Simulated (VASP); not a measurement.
A run of VASP 6.6.1:

The input INCAR:

```
SYSTEM = SiC
  ALGO = Normal
  EDIFF = 1E-6
  ENCUT = 520
  GGA = PS
  ISIF = 2
  ISMEAR = 0
  LASPH = .TRUE.
  LCHARG = .TRUE.
  LELF = .TRUE.
  LREAL = .FALSE.
  LVHAR = .TRUE.
  LWAVE = .FALSE.
  NBANDS = 11
  NELM = 80
  PREC = Accurate
  SIGMA = 0.05
```

KPOINTS

```
k-points
0
G
  12 12 12
  0 0 0
```

Contents of POSCAR:

```
SiC
1.0
    0.0000000000      2.2609600000      2.0000800000
    2.2609600000      0.0000000000      2.0000800000
    2.2609600000      2.2609600000      0.0000000000
Si C
1 1
Direct
    0.0000000000      0.0000000000      0.0000000000
    0.7500000000      0.7500000000      0.7500000000
```

Potentials or basis: VASP PAW PBE potentials, release 64 (Si, C).

The run is started by

```sh
$ cat potpaw_PBE.64/Si/POTCAR potpaw_PBE.64/C/POTCAR > POTCAR
$ mpirun -np 1 vasp_std > vasp.out
```

Hardware: 1 thread of Intel(R) Xeon(R) 6975P-C (Granite Rapids), on a shared host.

**Question.** Estimate the wall time of this run.

**Answer.** Run time: 22 s on 1 thread of Intel(R) Xeon(R) 6975P-C (Granite Rapids) (shared host), peak memory 0.16 GiB. Counts: scf iterations 11, k points 163.
